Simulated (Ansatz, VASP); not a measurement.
## One calculation of Yb, two programs

File INCAR:

```
  PREC = Accurate
  ENCUT = 520
  EDIFF = 1E-7
  ISMEAR = -1
  SIGMA = 0.08
  LREAL = F
  LASPH = T
  NELM = 100
  ALGO = Normal
  ISIF = 2
  LWAVE = F
  LCHARG = F
  GGA = PE
  NBANDS = 18
```

The input KPOINTS:

```
regular mesh
0
Gamma
  14 14 14
```

POSCAR

```
Yb
1.0
   -1.5128425946      1.5128425946      1.5128425946
    1.5128425946     -1.5128425946      1.5128425946
    1.5128425946      1.5128425946     -1.5128425946
Yb
1
Direct
    0.0000000000      0.0000000000      0.0000000000
```

Input for Ansatz:

```yaml
crystal:
  lattice:
    - [-1.5128425946, 1.5128425946, 1.5128425946]
    - [1.5128425946, -1.5128425946, 1.5128425946]
    - [1.5128425946, 1.5128425946, -1.5128425946]
  atoms:
    - { symbol: Yb, position: [0.0, 0.0, 0.0] }
kpoints:
  mp_grid: { grid: [14, 14, 14] }
  band_path:
    path:
      - [0.0, 0.0, 0.0]
      - [0.5, -0.5, 0.5]
      - [0.0, 0.0, 0.5]
      - [0.0, 0.0, 0.0]
      - [0.25, 0.25, 0.25]
      - [0.5, -0.5, 0.5]
      - [0.25, 0.25, 0.25]
      - [0.0, 0.0, 0.5]
    npoints: 8
scf:
  occupations: { method: fermi_dirac, width: 0.08 }
hamiltonian:
  xc: pbe
  pseudopotentials: { kind: all_electron, lapw: { basis_error: 0.001 } }
output:
  forces: true
  stress: true
  eigenvalues: true
  populations: true
  dos: { projected: true, de: 0.2, e_range: [-14, 8] }
```

Change from the starting cell: volume scaled by 0.4, LAPW.

Alike in both runs: task single point; functional PBE; k mesh 14 × 14 × 14; occupations fermi-dirac, width 0.08 eV; no spin polarisation.

|  | VASP | Ansatz |
| --- | --- | --- |
| version | VASP 6.6.1 | Ansatz 0.2.0 |
| potentials or method | VASP PAW PBE potentials, release 64 (Yb), cutoff 520 eV | all-electron LAPW, scalar-relativistic |

```csv
,VASP,Ansatz,Ansatz less VASP
pressure (GPa),104.1,102.2,-1.93
```

Both programs put the cell under a high pressure, so it lies far from rest at this level. Ansatz ran all-electron here, and VASP with PAW potentials.

Neither program's run includes spin-orbit coupling. Noted on VASP's run: the cell as given lies far from equilibrium.
